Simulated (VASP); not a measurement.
# Ga (Fd-3m) in VASP: notebook

The runs below take Ga through single point, with PBE.

All numbers are computed with VASP 6.6.1; they aren't measurements. Logs are shortened: lines on timing, memory, paths and dates and some standing lists are left out, and cuts for length are marked.

**1. The cell of the first run**

Symmetry: Fd-3m, No. 227, cubic system. The conventional cell has a = 5.634 Å, b = 5.634 Å, c = 5.634 Å, α = 90.00°, β = 90.00°, γ = 90.00°. Within 3.2 Å of Ga (site symmetry -43m) lie 4 Ga at 2.44 Å.

**2. Single point, PBE (volume scaled by 0.88)**

Input file INCAR:

```
PREC = Accurate ; ENCUT = 520
EDIFF = 1E-6 ; ISMEAR = -1
SIGMA = 0.05 ; LREAL = F
LASPH = T ; NELM = 100
ALGO = Normal ; ISIF = 2
LWAVE = F ; LCHARG = F
GGA = PE ; NBANDS = 20
```

Input file KPOINTS:

```
regular mesh
0
Gamma
  11 11 11
```

Input file POSCAR:

```
Ga
1.0
    0.0000000000      2.8169826535      2.8169826535
    2.8169826535      0.0000000000      2.8169826535
    2.8169826535      2.8169826535      0.0000000000
Ga
2
Direct
   -0.1250000000     -0.1250000000     -0.1250000000
    0.1250000000      0.1250000000      0.1250000000
```

Potentials or basis: VASP PAW PBE potentials, release 64 (Ga_d).

Run with:

```
> cat potpaw_PBE.64/Ga_d/POTCAR > POTCAR
> mpirun -np 1 vasp_std > vasp.out
```

OUTCAR:

```text
PREC = Accurate
   ENCUT = 520
   EDIFF = 1E-6
   ISMEAR = -1
   LREAL = F
   LASPH = T
   NELM = 100
   ISIF = 2
   GGA = PE

 ion  position               nearest neighbor table
   1  0.875  0.875  0.875-   2 2.44   2 2.44   2 2.44   2 2.44
   2  0.125  0.125  0.125-   1 2.44   1 2.44   1 2.44   1 2.44

  LATTYP: Found a face centered cubic cell.
 ALAT       =     5.6339653070

  Lattice vectors:

 A1 = (   0.0000000000,   2.8169826535,   2.8169826535)
 A2 = (   2.8169826535,   0.0000000000,   2.8169826535)
 A3 = (   2.8169826535,   2.8169826535,   0.0000000000)

Analysis of symmetry for initial positions (statically):
=====================================================================
 Subroutine PRICEL returns:
 Original cell was already a primitive cell.

 Routine SETGRP: Setting up the symmetry group for a
 face centered cubic supercell.

 Subroutine GETGRP returns: Found 48 space group operations
 (whereof 12 operations were pure point group operations)
 out of a pool of 48 trial point group operations.

The static configuration has the point symmetry D_3d.
 The point group associated with its full space group is O_h .

Analysis of symmetry for dynamics (positions and initial velocities):
=====================================================================
 Subroutine PRICEL returns:
 Original cell was already a primitive cell.

 Routine SETGRP: Setting up the symmetry group for a
 face centered cubic supercell.

 Subroutine GETGRP returns: Found 48 space group operations
 (whereof 12 operations were pure point group operations)
 out of a pool of 48 trial point group operations.

The dynamic configuration has the point symmetry D_3d.
 The point group associated with its full space group is O_h .

 Subroutine INISYM returns: Found 48 space group operations
 (whereof 12 operations are pure point group operations),
 and found     1 'primitive' translations

----------------------------------------------------------------------------------------

                                     Primitive cell

  volume of cell :      44.7077

  direct lattice vectors                    reciprocal lattice vectors
     0.000000000  2.816982654  2.816982654    -0.177494881  0.177494881  0.177494881
     2.816982654  0.000000000  2.816982654     0.177494881 -0.177494881  0.177494881
     2.816982654  2.816982654  0.000000000     0.177494881  0.177494881 -0.177494881

  length of vectors
     3.983815074  3.983815074  3.983815074     0.307430151  0.307430151  0.307430151

  position of ions in fractional coordinates (direct lattice)
     0.875000000  0.875000000  0.875000000
     0.125000000  0.125000000  0.125000000

  ion indices of the primitive-cell ions
   primitive index   ion index
                 1           1
                 2           2

----------------------------------------------------------------------------------------

 KPOINTS: regular mesh

Automatic generation of k-mesh.
 Grid dimensions read from file:
 generate k-points for:   11   11   11

 Generating k-lattice:

  Cartesian coordinates                     Fractional coordinates (reciprocal lattice)
    -0.016135898  0.016135898  0.016135898     0.090909091  0.000000000  0.000000000
     0.016135898 -0.016135898  0.016135898     0.000000000  0.090909091  0.000000000
     0.016135898  0.016135898 -0.016135898     0.000000000  0.000000000  0.090909091

  Length of vectors
     0.027948196  0.027948196  0.027948196

  Shift w.r.t. Gamma in fractional coordinates (k-lattice)
     0.000000000  0.000000000  0.000000000

 Subroutine IBZKPT returns following result:
 ===========================================

 Found     56 irreducible k-points:

 Following reciprocal coordinates:
            Coordinates               Weight
  0.000000  0.000000  0.000000      1.000000
  0.090909  0.000000  0.000000      8.000000
  0.181818  0.000000  0.000000      8.000000
  0.272727  0.000000  0.000000      8.000000
  0.363636  0.000000  0.000000      8.000000
  0.454545  0.000000  0.000000      8.000000
[... 16 lines left out ...]
 -0.272727  0.181818  0.000000     24.000000
 -0.181818  0.181818  0.000000     12.000000
 [... further k-points ...]
   k-points           NKPTS =     56   k-points in BZ     NKDIM =     56   number of bands    NBANDS=     20
   number of dos      NEDOS =    301   number of ions     NIONS =      2
   total plane-waves  NPLWV =  27000
   dimension x,y,z NGX =    30 NGY =   30 NGZ =   30
   dimension x,y,z NGXF=    60 NGYF=   60 NGZF=   60
   ions per type =               2
   NGX,Y,Z   is equivalent  to a cutoff of  12.52, 12.52, 12.52 a.u.
   NGXF,Y,Z  is equivalent  to a cutoff of  25.04, 25.04, 25.04 a.u.
 SYSTEM =  unknown system
   PREC   = accura    normal or accurate (medium, high low for compatibility)
   ISTART =      0    job   : 0-new  1-cont  2-samecut
   ICHARG =      2    charge: 1-file 2-atom 10-const
   ISPIN  =      1    spin polarized calculation?
   LNONCOLLINEAR =      F non collinear calculations
   LSORBIT =      F    spin-orbit coupling
   LASPH  =      T    aspherical Exc in radial PAW
   ENCUT  =  520.0 eV  38.22 Ry    6.18 a.u.   7.41  7.41  7.41*2*pi/ulx,y,z
   NELM   =    100;   NELMIN=  2; NELMDL= -5     # of ELM steps
   EDIFF  = 0.1E-05   stopping-criterion for ELM
   LREAL  =      F    real-space projection
   EDIFFG = 0.1E-04   stopping-criterion for IOM
   NSW    =      0    number of steps for IOM
   IBRION =     -1    ionic relax: 0-MD 1-quasi-New 2-CG
   NFREE  =      0    steps in history (QN), initial steepest desc. (CG)
   ISIF   =      2    stress and relaxation
   ISYM   =      2    0-nonsym 1-usesym 2-fastsym
   POTIM  = 0.5000    time-step for ionic-motion
   TEBEG  =    0.0;   TEEND  =   0.0 temperature during run
   PSTRESS=    0.0 pullay stress
   NELECT =      26.0000    total number of electrons
   NUPDOWN=      -1.0000    fix difference up-down
   EMIN   =  10.00;   EMAX   =-10.00  energy-range for DOS
   EFERMI =   0.00;   METHOD = LEGACY
   ISMEAR =    -1;   SIGMA  =   0.05  broadening in eV -4-tet -1-fermi 0-gaus
   EFERMI_NEDOS =   21; number of points for ismear=-14 and -15
   IALGO  =     38    algorithm
   IMIX   =      4    mixing-type and parameters
     AMIX     =   0.40;   BMIX     =  1.00
     AMIX_MAG =   1.60;   BMIX_MAG =  1.00
  volume/ion in A,a.u.               =      22.35       150.85
  Fermi-wavevector in a.u.,A,eV,Ry     =   1.366486  2.582284 25.405932  1.867283
  Thomas-Fermi vector in A             =   2.492622
   LORBIT       =      0    0 simple, 1 ext, 2 COOP (PROOUT), +10 PAW based schemes
   GGA     = PE    functional components
   LHFCALC =     F    Hartree Fock is set to
   AEXX    =    0.0000 exact exchange contribution
   IVDW    =     0    specifies the selected vdW correction
   LEPSILON=     F    determine dielectric tensor
   LRPA    =     F    only Hartree local field effects (RPA)
 non-spin polarized calculation
  energy-cutoff  :      520.00
  volume of cell :       44.71
 maximum number of plane-waves:      1243
 NGX is ok and might be reduce to    30
   NGX = 15   NGY = 15   NGZ = 15

 number of electron      25.9999996 magnetization

 Free energy of the ion-electron system (eV)
  ---------------------------------------------------
  ext. energy  EPLUGINS =         0.00000000
  ---------------------------------------------------
  free energy    TOTEN  =        -5.15170093 eV

  energy without entropy =       -5.14187773  energy(sigma->0) =       -5.14678933

 E-fermi :   3.4527     XC(G=0):  -9.8813

 val. band max:        3.4336031817   @ k =  -0.2727   0.3636   0.0909
 cond. band min:       3.4670643274   @ k =  -0.3636   0.3636   0.0000
 fundamental gap:      0.0334611457
 Fermi energy:         3.4526768037

 k-point     1 :       0.0000    0.0000    0.0000
  band No.  band energies     occupation
      1     -11.4413      2.00000
      2     -11.4413      2.00000
      3     -11.4413      2.00000
      4     -11.3916      2.00000
      5     -11.3916      2.00000
      6     -10.9923      2.00000
[... 12 lines left out ...]
     19      11.7096      0.00000
     20      15.2132      0.00000

 k-point     2 :       0.0909    0.0000    0.0000
  band No.  band energies     occupation
      1     -11.4533      2.00000
      2     -11.4533      2.00000
      3     -11.4393      2.00000
      4     -11.3749      2.00000
      5     -11.3749      2.00000
      6     -10.9984      2.00000
[... 12 lines left out ...]
     19      12.3583      0.00000
     20      14.2256      0.00000

 k-point     3 :       0.1818    0.0000    0.0000
  band No.  band energies     occupation
      1     -11.4691      2.00000
      2     -11.4691      2.00000
      3     -11.4340      2.00000
      4     -11.3476      2.00000
      5     -11.3476      2.00000
      6     -11.0103      2.00000
[... 12 lines left out ...]
     19      13.2378      0.00000
     20      13.6202      0.00000

 k-point     4 :       0.2727    0.0000    0.0000
  band No.  band energies     occupation
      1     -11.4779      2.00000
      2     -11.4779      2.00000
      3     -11.4273      2.00000
      4     -11.3265      2.00000
      5     -11.3265      2.00000
      6     -11.0251      2.00000
[... 12 lines left out ...]
     19      13.1116      0.00000
     20      13.8810      0.00000

 k-point     5 :       0.3636    0.0000    0.0000
  band No.  band energies     occupation
      1     -11.4800      2.00000
      2     -11.4800      2.00000
      3     -11.4211      2.00000
      4     -11.3167      2.00000
      5     -11.3167      2.00000
      6     -11.0404      2.00000
[... 12 lines left out ...]
     19      14.5927      0.00000
     20      14.9806      0.00000

 k-point     6 :       0.4545    0.0000    0.0000
  band No.  band energies     occupation
      1     -11.4792      2.00000
      2     -11.4792      2.00000
      3     -11.4174      2.00000
      4     -11.3146      2.00000
      5     -11.3146      2.00000
      6     -11.0497      2.00000
[... 12 lines left out ...]
     19      16.2407      0.00000
     20      16.5163      0.00000

 k-point     7 :       0.0909    0.0909    0.0000
  band No.  band energies     occupation
      1     -11.4605      2.00000
      2     -11.4456      2.00000
      3     -11.4456      2.00000
      4     -11.3811      2.00000
      5     -11.3582      2.00000
      6     -11.0292      2.00000
[... 12 lines left out ...]
     19      12.5254      0.00000
     20      13.2332      0.00000
[... 277 lines left out ...]
 k-point    20 :       0.4545    0.1818    0.0000
  band No.  band energies     occupation
      1     -11.5158      2.00000
      2     -11.4811      2.00000
      3     -11.4046      2.00000
      4     -11.2843      2.00000
      5     -11.2493      2.00000
      6     -11.1476      2.00000
[... 12 lines left out ...]
     19      14.8825      0.00000
     20      17.3977      0.00000

 k-point    21 :      -0.4545    0.1818    0.0000
  band No.  band energies     occupation
      1     -11.5191      2.00000
      2     -11.4898      2.00000
      3     -11.3838      2.00000
      4     -11.2678      2.00000
      5     -11.2663      2.00000
      6     -11.1255      2.00000
[... 12 lines left out ...]
     19      14.6957      0.00000
     20      16.1558      0.00000

 k-point    22 :      -0.3636    0.1818    0.0000
  band No.  band energies     occupation
      1     -11.5140      2.00000
      2     -11.4978      2.00000
      3     -11.3742      2.00000
      4     -11.2957      2.00000
      5     -11.2544      2.00000
      6     -11.0986      2.00000
[... 12 lines left out ...]
     19      14.3807      0.00000
     20      14.5757      0.00000

 k-point    23 :      -0.2727    0.1818    0.0000
  band No.  band energies     occupation
      1     -11.5018      2.00000
      2     -11.5007      2.00000
      3     -11.3836      2.00000
      4     -11.3194      2.00000
      5     -11.2588      2.00000
      6     -11.0832      2.00000
[... 12 lines left out ...]
     19      13.0779      0.00000
     20      15.2396      0.00000

 k-point    24 :      -0.1818    0.1818    0.0000
  band No.  band energies     occupation
      1     -11.4985      2.00000
      2     -11.4817      2.00000
      3     -11.4090      2.00000
      4     -11.3335      2.00000
      5     -11.2834      2.00000
      6     -11.0686      2.00000
[... 12 lines left out ...]
     19      12.5846      0.00000
     20      15.2647      0.00000

 [... further k-points ...]
[... 5 lines left out ...]
  --------------------------------------------------------------------------------------
  -------------------------------------------------------------------------------------
  Total        1.7951244      1.7951244      1.7951244      0.0000000     -0.0000000      0.0000000
  in kB       64.3313414     64.3313414     64.3313414      0.0000000     -0.0000000      0.0000000
  external PRESSURE =      64.3313414 kB  Pullay stress =       0.0000000 kB

 VOLUME and BASIS-vectors are now :
 -----------------------------------------------------------------------------
  energy-cutoff  :      520.00
  volume of cell :       44.71
      direct lattice vectors                 reciprocal lattice vectors
     0.000000000  2.816982654  2.816982654    -0.177494881  0.177494881  0.177494881
     2.816982654  0.000000000  2.816982654     0.177494881 -0.177494881  0.177494881
     2.816982654  2.816982654  0.000000000     0.177494881  0.177494881 -0.177494881

 POSITION                                       TOTAL-FORCE (eV/Angst)
 -----------------------------------------------------------------------------------
      4.92972      4.92972      4.92972         0.000000      0.000000      0.000000
      0.70425      0.70425      0.70425        -0.000000     -0.000000     -0.000000
 -----------------------------------------------------------------------------------
    total drift:                               -0.000000      0.000000      0.000000

  FREE ENERGIE OF THE ION-ELECTRON SYSTEM (eV)
  ---------------------------------------------------
  free  energy   TOTEN  =        -5.1517009266 eV

  energy  without entropy=       -5.1418777316  energy(sigma->0) =       -5.14678933
```

Wall time 36 s (1 thread of Intel Xeon Platinum 8259CL at 2.50GHz (Skylake/Cascade Lake), shared host); peak memory 0.19 GiB.

Results:

- Free energy: -5.1517 eV
- Pressure: 6.4 GPa
- Band gap on the k mesh: zero (band 13 reaches 6.55 eV, above the bottom of band 14 at 2.17 eV)

Levels at points of the mesh, in eV from the Fermi level:
```
           k point  band 10  band 11  band 12  band 13  band 14  band 15  band 16  band 17
(0.00, 0.00, 0.00)   -14.36   -10.01     3.10     3.10     3.10     4.75     5.14     5.14
```

[end of part 1 of 2]
